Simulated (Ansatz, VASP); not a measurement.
**LiCl: VASP beside Ansatz**

```
Li Cl
1.0
     5.39165    3.11287    1.23489
    -5.39165    3.11287    1.23489
     0.00000   -6.22574    1.23489
Li Cl
3 3
Direct
  0.79905 0.18692 0.79905
  0.18692 0.79905 0.79905
  0.79905 0.79905 0.18692
  0.19275 0.19275 0.82949
  0.82949 0.19275 0.19275
  0.19275 0.82949 0.19275
```

Alike in both runs: task relaxation of cell and atoms; functional PBE; k mesh 6 × 6 × 6; occupations gaussian, width 0.02 eV; no spin polarisation.

|  | VASP | Ansatz |
| --- | --- | --- |
| version | VASP 6.6.1 | Ansatz 0.2.0 |
| potentials or method | VASP PAW PBE potentials, release 64 (Li_sv, Cl), cutoff 600 eV | scalar-relativistic, plane waves, PAW |
| valence electrons in the cell | 30 | 30 |

```tsv
	VASP	Ansatz	Ansatz less VASP
gap on the k mesh at the Fermi level, each at its own relaxed structure (eV)	5.75	5.72	-0.025
relaxed volume (Å³/atom)	20.73	20.83	+0.105
relaxed cell length with the largest relative difference (Å)	6.347	6.359	+0.0119
```

Noted on VASP's run: the cutoff is short for stress, so the pressure is rough; the relaxation stopped at its first step, so nothing moved.
